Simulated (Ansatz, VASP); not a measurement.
**One calculation of MgO, two programs**

Contents of INCAR:

```
PREC = Accurate
ENCUT = 520
EDIFF = 1E-7
ISMEAR = 0
SIGMA = 0.05
LREAL = F
LASPH = T
NELM = 60
ALGO = Normal
ISIF = 2
LWAVE = F
LCHARG = F
GGA = PE
NBANDS = 11
```

KPOINTS

```
Automatic mesh
0
Gamma
  9 9 8
```

File POSCAR:

```
MgO
1.0
    2.9380209034      0.0000000000      0.0000000000
   -1.4690104517      2.6207327614      0.0000000000
    0.0000000000      0.0000000000      2.6796800000
Mg O
1 1
Direct
    0.0000000000      0.0000000000      0.0000000000
    0.3333333333      0.6666666667      0.5000000000
```

Input for Ansatz:

```yaml
crystal:
  lattice:
    - [2.9380209034, 0.0, 0.0]
    - [-1.4690104517, 2.6207327614, 0.0]
    - [0.0, 0.0, 2.67968]
  atoms:
    - { symbol: Mg, position: [0.0, 0.0, 0.0] }
    - { symbol: O, position: [0.3333333333, 0.6666666667, 0.5] }
basis:
  ecutwfc: 420
kpoints:
  mp_grid: { grid: [9, 9, 8] }
hamiltonian:
  xc: pbe
scf:
  occupations: { method: gaussian, width: 0.05 }
output:
  forces: true
  stress: true
  eigenvalues: true
```

Change from the starting cell: strain +0.0300 x Voigt [0, 1, 0, 0, 0, 0], atoms carried along.

Alike in both runs: task single point; functional PBE; k mesh 9 × 9 × 8; occupations gaussian, width 0.05 eV; no spin polarisation.

```csv
,VASP,Ansatz
version,VASP 6.6.1,Ansatz 0.2.0
potentials or method,"VASP PAW PBE potentials, release 64 (Mg, O), cutoff 520 eV","scalar-relativistic, plane waves, PAW"
valence electrons in the cell,8,16
```

|  | VASP | Ansatz | Ansatz less VASP |
| --- | --- | --- | --- |
| gap on the k mesh at the Fermi level (eV) | 2.69 | 2.71 | +0.021 |
| least direct gap on the mesh (eV) | 3.06 | 3.08 | +0.019 |
| pressure (GPa) | -4.1 | -3.5 | +0.63 |
| traceless stress, the component that is largest in VASP (GPa) | -5.57 | -5.55 | +0.013 |
| rms of the force components (eV/Å) | 0.012 | 0.013 | +0.0005 |

Atom by atom the forces differ by 0.001 eV/Å (rms over components). With one functional, cell and mesh, what is left measures potentials, basis and numerics. VASP's potentials hold 8 valence electrons a cell and Ansatz's 16, so a difference there can come from the potentials and not from the codes.
